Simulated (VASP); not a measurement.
# Si12O23 (a cell with a defect) in VASP: notebook

The runs below take Si12O23 (a cell with a defect) through single point, with PBE+D3(BJ).

Program: VASP 6.6.1. These are calculated values, not measurements. Logs are shortened: lines on timing, memory, paths and dates and some standing lists are left out, and cuts for length are marked.

## Step 1: The cell of the first run

The cell holds a defect, 35 atoms: a = 7.399 Å, b = 7.399 Å, c = 9.994 Å, α = 70.26°, β = 70.26°, γ = 71.59°.

## Step 2: Single point, PBE+D3(BJ)

Contents of INCAR:

```
PREC = Accurate
ENCUT = 520
EDIFF = 1E-6
ISMEAR = 0
SIGMA = 0.02
LREAL = Auto
LASPH = T
NELM = 120
ALGO = Normal
ISIF = 2
LWAVE = F
LCHARG = F
GGA = PE
IVDW = 12
NBANDS = 116
NELECT = 188.0
GGA_COMPAT = F
```

Contents of KPOINTS:

```
regular mesh
0
Gamma
  2 2 2
```

Contents of POSCAR:

```
Si12O23
1.0
   -2.4986000000      4.3277020000      5.4571000000
    4.9972000000      0.0000000000      5.4571000000
    4.9972000000      8.6554040000      0.0000000000
Si O
12 23
Direct
    0.7652977186      0.2196221107      0.1177135733
    0.1694190619      0.1871602568      0.1715753288
    0.5780853581      0.0728781573      0.9539780973
    0.7449412045      0.2330745914      0.6221915764
    0.1647472984      0.1588929135      0.6786294190
    0.5821382470      0.0697627627      0.4520141572
    0.2707390726      0.7566910643      0.3664754383
    0.7081142550      0.6259516408      0.4297936321
    0.0849990209      0.6491255141      0.1596879322
    0.2519093918      0.7297431343      0.9009516160
    0.6684198927      0.6562730761      0.9350314432
    0.0809215781      0.5942172319      0.7079887345
    0.9905604339      0.1531204589      0.1294558439
    0.3563448718      0.1810925949      0.0262339673
    0.2234567726      1.0015057533      0.3083305734
    0.1185192833      0.4000356268      0.2021168348
    0.7329658006      0.1551573783     -0.0121200075
    0.9763552735      0.1591234607      0.6295692645
    0.3550803313      0.1620718191      0.5365077286
    0.1217141529      0.7094203325      0.5347708111
    0.2046585183      0.9705649521      0.8167741126
    0.1168680292      0.3577948870      0.7321729865
    0.7348106117      0.1464034031      0.4950147499
    0.4948469426      0.6628413900      0.3744075836
    0.8804817191      0.7988666528      0.1595619919
    0.6052500436      0.1643081466      0.2743152342
    0.6421672901      0.4626154700      0.6061915001
    0.6275638409      0.8353105796      0.4966917443
    0.2202715538      0.6692476048      0.2573057660
    0.4926480515      0.6525209943      0.8758539800
    0.8535967308      0.6807086695      0.7899658665
    0.6142907782      0.1190934369      0.7782404577
    0.7212358225      0.4603401061      0.0621086304
    0.5999418573      0.8366083251      1.0124016654
    0.2157260627      0.6247271084      0.7928789791
```

Potentials or basis: VASP PAW PBE potentials, release 64 (Si, O).

Command:

```
> cat potpaw_PBE.64/Si/POTCAR potpaw_PBE.64/O/POTCAR > POTCAR
> mpirun -np 1 vasp_std > vasp.out
```

OUTCAR:

```text
PREC = Accurate
   ENCUT = 520
   EDIFF = 1E-6
   ISMEAR = 0
   LREAL = Auto
   LASPH = T
   NELM = 120
   ISIF = 2
   GGA = PE
   IVDW = 12
   NELECT = 188.0
 IVDW          = 12

 ion  position               nearest neighbor table
   1  0.765  0.220  0.118-  13 1.62  26 1.63  17 1.63  33 1.64   3 3.08   6 3.10  11 3.12   2 3.14

   2  0.169  0.187  0.172-  16 1.61  13 1.63  15 1.63  14 1.63   3 3.13   7 3.13   1 3.14
   3  0.578  0.073  0.954-  32 1.61  14 1.62  34 1.62  17 1.63  11 3.00   4 3.07   1 3.08   2 3.13

   4  0.745  0.233  0.622-  27 1.60  23 1.64  32 1.64  18 1.64   8 2.88   3 3.07   6 3.08
   5  0.165  0.159  0.679-  18 1.63  19 1.63  21 1.63  22 1.63
   6  0.582  0.070  0.452-  28 1.59  23 1.64  26 1.64  19 1.65   4 3.08   1 3.10
   7  0.271  0.757  0.366-  24 1.60  29 1.63  20 1.66  15 1.66   2 3.13
   8  0.708  0.626  0.430-  28 1.75  24 1.76  27 1.78   4 2.88
   9  0.085  0.649  0.160-  25 1.57  29 1.68  16 1.70  10 2.42
  10  0.252  0.730  0.901-  30 1.65  35 1.65  21 1.67   9 2.42  11 3.07
  11  0.668  0.656  0.935-  30 1.61  33 1.61  34 1.62  31 1.63   3 3.00  10 3.07   1 3.12  12 3.13

  12  0.081  0.594  0.708-  35 1.62  20 1.62  22 1.63  31 1.63  11 3.13
  13  0.991  0.153  0.129-   1 1.62   2 1.63
  14  0.356  0.181  0.026-   3 1.62   2 1.63
  15  0.223  0.002  0.308-   2 1.63   7 1.66
  16  0.119  0.400  0.202-   2 1.61   9 1.70
  17  0.733  0.155  0.988-   3 1.63   1 1.63
  18  0.976  0.159  0.630-   5 1.63   4 1.64
  19  0.355  0.162  0.537-   5 1.63   6 1.65
  20  0.122  0.709  0.535-  12 1.62   7 1.66
  21  0.205  0.971  0.817-   5 1.63  10 1.67
  22  0.117  0.358  0.732-   5 1.63  12 1.63
  23  0.735  0.146  0.495-   4 1.64   6 1.64
  24  0.495  0.663  0.374-   7 1.60   8 1.76
  25  0.880  0.799  0.160-   9 1.57
  26  0.605  0.164  0.274-   1 1.63   6 1.64
  27  0.642  0.463  0.606-   4 1.60   8 1.78
  28  0.628  0.835  0.497-   6 1.59   8 1.75
  29  0.220  0.669  0.257-   7 1.63   9 1.68
  30  0.493  0.653  0.876-  11 1.61  10 1.65
  31  0.854  0.681  0.790-  11 1.63  12 1.63
  32  0.614  0.119  0.778-   3 1.61   4 1.64
  33  0.721  0.460  0.062-  11 1.61   1 1.64
  34  0.600  0.837  0.012-   3 1.62  11 1.62
  35  0.216  0.625  0.793-  12 1.62  10 1.65

  LATTYP: Found a base centered monoclinic cell.
 ALAT       =    12.0038230660
 B/A-ratio  =     0.7210539654
 C/A-ratio  =     0.8326013878
 COS(beta)  =    -0.4163006939

  Lattice vectors:

 A1 = (   2.4986000000,  -4.3277020000,  -5.4571000000)
 A2 = (  -4.9972000000,   0.0000000000,  -5.4571000000)
 A3 = (   4.9972000000,   8.6554040000,   0.0000000000)

Analysis of symmetry for initial positions (statically):
=====================================================================
[... 181 lines left out ...]
   POTIM  = 0.5000    time-step for ionic-motion
   TEBEG  =    0.0;   TEEND  =   0.0 temperature during run
   PSTRESS=    0.0 pullay stress
   NELECT =     188.0000    total number of electrons
   NUPDOWN=      -1.0000    fix difference up-down
   EMIN   =  10.00;   EMAX   =-10.00  energy-range for DOS
   EFERMI =   0.00;   METHOD = LEGACY
   ISMEAR =     0;   SIGMA  =   0.02  broadening in eV -4-tet -1-fermi 0-gaus
   EFERMI_NEDOS =   21; number of points for ismear=-14 and -15
   IALGO  =     38    algorithm
   IMIX   =      4    mixing-type and parameters
     AMIX     =   0.40;   BMIX     =  1.00
     AMIX_MAG =   1.60;   BMIX_MAG =  1.00
  volume/ion in A,a.u.               =      13.49        91.02
  Fermi-wavevector in a.u.,A,eV,Ry     =   1.204459  2.276098 19.738273  1.450722
  Thomas-Fermi vector in A             =   2.340184
   LORBIT       =      0    0 simple, 1 ext, 2 COOP (PROOUT), +10 PAW based schemes
   GGA     = PE    functional components
   LHFCALC =     F    Hartree Fock is set to
   AEXX    =    0.0000 exact exchange contribution
   IVDW    =    12    specifies the selected vdW correction
   LEPSILON=     F    determine dielectric tensor
   LRPA    =     F    only Hartree local field effects (RPA)
 non-spin polarized calculation
 Gauss-broadening in eV      SIGMA  =   0.02
  energy-cutoff  :      520.00
  volume of cell :      472.07
 maximum number of plane-waves:     12742
 NGX is ok and might be reduce to    56
   NGX = 27   NGY = 27   NGZ = 37

 number of electron     187.9999990 magnetization

 Free energy of the ion-electron system (eV)
  ---------------------------------------------------
  ext. energy  EPLUGINS =         0.00000000
  ---------------------------------------------------
  free energy    TOTEN  =      -261.69738642 eV

  energy without entropy =     -261.69738642  energy(sigma->0) =     -261.69738642

 E-fermi :   4.8003     XC(G=0):  -9.0607

 val. band max:        4.6568221329   @ k =   0.5000   0.5000   0.5000
 cond. band min:       6.8916995265   @ k =   0.0000   0.0000   0.0000
 fundamental gap:      2.2348773936
 Fermi energy:         4.8003345387

 k-point     1 :       0.0000    0.0000    0.0000
  band No.  band energies     occupation
      1     -18.7438      2.00000
      2     -18.3277      2.00000
      3     -18.1226      2.00000
      4     -17.9419      2.00000
      5     -17.8628      2.00000
      6     -17.5251      2.00000
[... 861 lines left out ...]
    105       9.5649      0.00000
    106       9.7463      0.00000
 [bands above 106 left out]

------------------------ aborting loop because EDIFF is reached ----------------------------------------

 Edisp (eV)   -4.77060

 E8    (eV) :    -1.6218

  FORCE on cell =-STRESS in cart. coord.  units (eV):
  Direction    XX          YY          ZZ          XY          YZ          ZX
  --------------------------------------------------------------------------------------
  -------------------------------------------------------------------------------------
  Total      10.98717     9.44008    16.11229    -1.49465     1.08434    -0.79218
  in kB      37.28982    32.03911    54.68419    -5.07277     3.68020    -2.68860
  external pressure =       41.34 kB  Pullay stress =        0.00 kB

 VOLUME and BASIS-vectors are now :
 -----------------------------------------------------------------------------
  energy-cutoff  :      520.00
  volume of cell :      472.07
      direct lattice vectors                 reciprocal lattice vectors
    -2.498600000  4.327702000  5.457100000    -0.100056031  0.057767379  0.091623756
     4.997200000  0.000000000  5.457100000     0.100056031 -0.057767379  0.091623756
     4.997200000  8.655404000  0.000000000     0.050028016  0.086651068 -0.045811878

 POSITION                                       TOTAL-FORCE (eV/Angst)
 -----------------------------------------------------------------------------------
     -0.22644      4.33084      5.37481        -0.023702      0.000486     -0.005381
      1.36936      2.21825      1.94589        -0.012983     -0.002862     -0.006919
      3.68700     10.75885      3.55237         0.004692     -0.001156     -0.002671
      2.41263      8.60920      5.33713        -0.057156      0.024704     -0.038686
      3.77363      6.58679      1.76614         0.010959      0.001492      0.008227
      1.15289      6.43169      3.55749         0.025515     -0.031501      0.004241
[... 27 lines left out ...]
      2.74366      2.70371      7.83940         0.003087      0.005698     -0.016159
      6.54505      7.79629      4.58644         0.068076      0.037041     -0.042676
 -----------------------------------------------------------------------------------
    total drift:                               -0.006670      0.003210     -0.017514

  FREE ENERGIE OF THE ION-ELECTRON SYSTEM (eV)
  ---------------------------------------------------
  free  energy   TOTEN  =      -266.4679888950 eV

  energy  without entropy=     -266.4679888950  energy(sigma->0) =     -266.46798889
```

Wall time 13 min (1 thread of Intel Xeon Platinum 8259CL at 2.50GHz (Skylake/Cascade Lake), shared host); peak memory 0.66 GiB.

Results:

* Free energy: -266.4680 eV
* Largest force: 0.214 eV/Å
* Dispersion energy per atom: -0.136 eV

Forces in eV/Å, atoms in the order of the input:
```
Si  -0.024  0.000 -0.005
Si  -0.013 -0.003 -0.007
Si   0.005 -0.001 -0.003
Si  -0.057  0.025 -0.039
Si   0.011  0.001  0.008
Si   0.026 -0.032  0.004
Si   0.017 -0.002 -0.001
Si  -0.019  0.003  0.006
Si  -0.143  0.060  0.022
Si   0.018  0.045  0.009
Si  -0.009  0.020  0.012
Si   0.000  0.008 -0.008
O    0.008  0.015  0.011
O    0.004  0.015 -0.013
O    0.002  0.009 -0.006
O    0.037 -0.026  0.033
O    0.015 -0.010 -0.001
O    0.036 -0.004 -0.006
O   -0.016  0.010 -0.002
O   -0.044  0.009  0.017
O   -0.003  0.001 -0.013
O   -0.001 -0.007  0.006
O    0.007  0.009 -0.005
O   -0.030  0.037  0.033
O    0.108 -0.177  0.053
O    0.003  0.016  0.004
O    0.091 -0.011 -0.034
O   -0.053  0.000 -0.036
O    0.008 -0.082  0.011
O   -0.001  0.002  0.019
O    0.003  0.017  0.002
O   -0.029  0.008 -0.014
O   -0.026 -0.001 -0.001
O    0.003  0.006 -0.016
O    0.068  0.037 -0.043
```

Levels at points of the mesh, in eV from the Fermi level:
```csv
k point,band 92,band 93,band 94,band 95,band 96,band 97
"(0.00, 0.00, 0.00)",-2.77,-2.62,-0.24,2.09,2.77,2.97
"(0.50, 0.00, 0.00)",-2.74,-2.52,-0.19,2.52,2.87,2.98
"(0.00, 0.50, 0.00)",-2.70,-2.56,-0.16,2.30,2.79,3.30
"(0.50, 0.50, 0.00)",-2.69,-2.50,-0.15,2.53,2.93,3.07
"(0.00, 0.00, 0.50)",-2.73,-2.54,-0.25,2.28,2.59,2.72
"(0.50, 0.00, 0.50)",-2.73,-2.54,-0.17,2.25,2.78,3.26
"(0.00, 0.50, 0.50)",-2.68,-2.51,-0.19,2.44,2.87,2.95
"(0.50, 0.50, 0.50)",-2.70,-2.52,-0.14,2.31,2.98,3.28
```

Caveat: the k points lie up to 0.46 Å⁻¹ apart; the cell carries a net charge on a neutralising background, which shifts energy and pressure; the cell is charged against a uniform background, so pressure and absolute levels hang on convention.

## Step 3: Single point, PBE+D3(BJ)

Contents of INCAR:

```
PREC     = Accurate       # precision mode
ENCUT    = 520            # plane-wave cutoff, eV
EDIFF    = 1E-6           # SCF threshold, eV
ISMEAR   = 0              # smearing method
SIGMA    = 0.02           # smearing width, eV
LREAL    = Auto         
LASPH    = True           # aspherical terms in the spheres
NELM     = 120            # most SCF steps
ALGO     = Normal         # electronic algorithm
ISIF     = 2              # what is computed and relaxed
LWAVE    = False          # write WAVECAR
LCHARG   = False          # write CHGCAR
GGA      = PE             # functional
IVDW     = 12             # dispersion correction
NBANDS   = 116            # bands
NELECT   = 188.0        
GGA_COMPAT= False
```

Contents of KPOINTS:

```
Automatic mesh
0
Gamma
  2 2 2
```

Contents of POSCAR:

```
Si12O23
1.0
   -2.4986000000      4.3277020000      5.4571000000
    4.9972000000      0.0000000000      5.4571000000
    4.9972000000      8.6554040000      0.0000000000
Si O
12 23
Direct
    0.7611058996      0.2306041662      0.1162831309
    0.1683450750      0.1905838433      0.1690633600
    0.5769595660      0.0819013675      0.9490860198
    0.7633487037      0.2338435779      0.6134929448
    0.1673202906      0.1537526236      0.6827325037
    0.5790958574      0.0814414244      0.4507167661
    0.2547551771      0.7560267401      0.3773277955
    0.6825920498      0.6661594849      0.4225498915
    0.0996322040      0.6508625642      0.1737822419
    0.2164971566      0.7127940421      0.8924410487
    0.6534505736      0.6586778463      0.9321377311
    0.0779351576      0.5987669369      0.7049396958
    0.9849469515      0.1569529587      0.1301715215
    0.3559719021      0.1861127216      0.0236648327
    0.2240410831      0.9952832833      0.3012039596
    0.1179406621      0.3944067386      0.2107798736
    0.7371892490      0.1439215974     -0.0054074180
    0.9872019682      0.1440457642      0.6264608871
    0.3556754984      0.1646688237      0.5363855268
    0.0881229264      0.7287578344      0.5343468930
    0.2087710284      0.9679537888      0.8171002998
    0.1075735220      0.3614679102      0.7266068520
    0.7344193893      0.1577632718      0.4892154936
    0.4823581290      0.6708514512      0.3875646660
    0.8505803780      0.7016766816      0.2682437003
    0.6052817186      0.1602598694      0.2734335793
    0.7183816322      0.4718728986      0.5603488148
    0.6350649019      0.8443908529      0.4998827731
    0.2268034868      0.6155495945      0.2979952290
    0.4680019843      0.6472848897      0.8895280771
    0.8455802150      0.6733798554      0.7901136460
    0.6122949710      0.1562881592      0.7706387627
    0.7076001235      0.4680274076      0.0656317753
    0.6062752112      0.8453661368      1.0014545313
    0.2636747301      0.6359615236      0.7337058262
```

Potentials or basis: VASP PAW PBE potentials, release 64 (Si, O).

Command:

```
> cat potpaw_PBE.64/Si/POTCAR potpaw_PBE.64/O/POTCAR > POTCAR
> mpirun -np 1 vasp_std > vasp.out
```

OUTCAR:

```text
PREC = Accurate
   ENCUT = 520
   EDIFF = 1E-6
   ISMEAR = 0
   LREAL = Auto
   LASPH = True
   NELM = 120
   ISIF = 2
   GGA = PE
   IVDW = 12
   NELECT = 188.0
 IVDW          = 12

 ion  position               nearest neighbor table
   1  0.761  0.231  0.116-  13 1.61  33 1.61  17 1.63  26 1.63  11 3.08   3 3.10   6 3.10   2 3.14

   2  0.168  0.191  0.169-  16 1.60  14 1.64  13 1.64  15 1.64   3 3.13   1 3.14
   3  0.577  0.082  0.949-  14 1.61  34 1.61  32 1.63  17 1.63  11 3.05   1 3.10   4 3.12   2 3.13

   4  0.763  0.234  0.613-  18 1.61  27 1.62  23 1.62  32 1.63   6 3.08   8 3.11   3 3.12   5 3.13
[... 1159 lines left out ...]
  Total      15.34228    19.91515     8.33597     4.08950     3.55740     2.29014
  in kB      52.07084    67.59089    28.29182    13.87952    12.07360     7.77260
  external pressure =       49.32 kB  Pullay stress =        0.00 kB

 VOLUME and BASIS-vectors are now :
 -----------------------------------------------------------------------------
  energy-cutoff  :      520.00
  volume of cell :      472.07
      direct lattice vectors                 reciprocal lattice vectors
    -2.498600000  4.327702000  5.457100000    -0.100056031  0.057767379  0.091623756
     4.997200000  0.000000000  5.457100000     0.100056031 -0.057767379  0.091623756
     4.997200000  8.655404000  0.000000000     0.050028016  0.086651068 -0.045811878

 POSITION                                       TOTAL-FORCE (eV/Angst)
 -----------------------------------------------------------------------------------
     -0.16823      4.30032      5.41186         0.035739     -0.016343      0.024622
      1.37660      2.19186      1.95871        -0.022664     -0.031691     -0.016556
      3.71046     10.71163      3.59547         0.024434     -0.060887      0.048543
      2.32701      8.61358      5.44178        -0.079189      0.002848      0.082710
      3.76202      6.63344      1.75213         0.001823      0.007829      0.027789
      1.21237      6.40729      3.60462         0.075208     -0.023840      0.060283
[... 27 lines left out ...]
      2.71689      2.63637      7.92175        -0.035741     -0.086814      0.057888
      6.18568      7.49163      4.90941        -0.302270     -0.218253      0.336648
 -----------------------------------------------------------------------------------
    total drift:                               -0.001131     -0.003472      0.008111

  FREE ENERGIE OF THE ION-ELECTRON SYSTEM (eV)
  ---------------------------------------------------
  free  energy   TOTEN  =      -266.4040221338 eV

  energy  without entropy=     -266.4040221338  energy(sigma->0) =     -266.40402213
```

It took 59 min on 1 thread of AMD EPYC 7R13 (Zen 3), shared host; peak memory 0.62 GiB.

Results:

- Free energy: -266.4040 eV
- Largest force: 0.723 eV/Å
- Dispersion energy per atom: -0.135 eV

Forces on the atoms (eV/Å):
```
Si   0.036 -0.016  0.025
Si  -0.023 -0.032 -0.017
Si   0.024 -0.061  0.049
Si  -0.079  0.003  0.083
Si   0.002  0.008  0.028
Si   0.075 -0.024  0.060
Si   0.044  0.022 -0.040
Si   0.180 -0.113  0.038
Si   0.000  0.114  0.033
Si  -0.059 -0.164 -0.193
Si   0.014 -0.054 -0.018
Si   0.022 -0.070 -0.045
O    0.037  0.010 -0.013
O    0.002 -0.001 -0.007
O   -0.057 -0.037 -0.041
O    0.054  0.050  0.023
O   -0.001  0.060 -0.047
O   -0.066  0.039  0.020
O    0.019  0.017  0.016
O    0.084 -0.105 -0.086
O   -0.051  0.078 -0.047
O    0.017 -0.035  0.003
O    0.017 -0.011  0.023
O    0.098  0.049 -0.040
O    0.040  0.553 -0.464
O    0.002  0.006  0.014
O   -0.297 -0.072  0.370
O    0.012  0.000  0.070
O   -0.063  0.214 -0.164
O    0.095 -0.037 -0.169
O   -0.020 -0.008 -0.042
O    0.134 -0.031  0.174
O    0.046 -0.047  0.009
O   -0.036 -0.087  0.058
O   -0.302 -0.218  0.337
```

Caveat: the k points lie up to 0.46 Å⁻¹ apart; the cell carries a net charge on a neutralising background, which shifts energy and pressure; the cell is charged against a uniform background, so pressure and absolute levels hang on convention.
